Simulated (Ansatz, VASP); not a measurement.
# Two plane-wave programs on ZnS

Contents of INCAR:

```
PREC = Accurate
ENCUT = 520
EDIFF = 1E-6
ISMEAR = 0
SIGMA = 0.05
LREAL = F
LASPH = T
NELM = 80
ALGO = Normal
ISIF = 2
LWAVE = F
LCHARG = F
GGA = PE
NBANDS = 26
```

File KPOINTS:

```
regular mesh
0
Gamma
  9 9 4
```

POSCAR

```
ZnS
1.0
    3.8455587354      0.0000000000      0.0000000000
   -1.9227793677      3.3303515566      0.0000000000
    0.0000000000      0.0000000000      6.3037246812
Zn S
2 2
Direct
    0.3431371031      0.6862742063      0.0052003729
    0.6568628969      0.3137257937      0.5052003729
    0.3254109099      0.6508218197      0.3797996271
    0.6745890901      0.3491781803      0.8797996271
```

Input for Ansatz:

```yaml
crystal:
  lattice:
    - [3.8455587354, 0.0, 0.0]
    - [-1.9227793677, 3.3303515566, 0.0]
    - [0.0, 0.0, 6.3037246812]
  atoms:
    - { symbol: Zn, position: [0.3431371031, 0.6862742063, 0.0052003729] }
    - { symbol: Zn, position: [0.6568628969, 0.3137257937, 0.5052003729] }
    - { symbol: S, position: [0.3254109099, 0.6508218197, 0.3797996271] }
    - { symbol: S, position: [0.6745890901, 0.3491781803, 0.8797996271] }
basis:
  ecutwfc: 520.0
kpoints:
  mp_grid: { grid: [9, 9, 4] }
hamiltonian:
  xc: pbe
scf:
  occupations: { method: gaussian, width: 0.05 }
output:
  forces: true
  stress: true
  eigenvalues: true
```

Change from the starting cell: mode 4 frozen in at +0.000 Å and mode 5 at +0.065 Å (largest displacements).

Alike in both runs: task single point; functional PBE; k mesh 9 × 9 × 4; occupations gaussian, width 0.05 eV; no spin polarisation.

```csv
,VASP,Ansatz
version,VASP 6.6.1,Ansatz 0.2.0
potentials or method,"VASP PAW PBE potentials, release 64 (Zn, S), cutoff 520 eV","scalar-relativistic, plane waves, PAW"
valence electrons in the cell,36,36
```

|  | VASP | Ansatz | Ansatz less VASP |
| --- | --- | --- | --- |
| gap on the k mesh at the Fermi level (eV) | 2.05 | 2.05 | -0.002 |
| least direct gap on the mesh (eV) | 2.05 | 2.05 | -0.002 |
| pressure (GPa) | 0.1 | 0.0 | -0.15 |
| traceless stress, the component that is largest in VASP (GPa) | 0.15 | 0.15 | -0.003 |
| rms of the force components (eV/Å) | 0.035 | 0.036 | +0.0002 |

Atom by atom the forces differ by 0.001 eV/Å (rms over components).
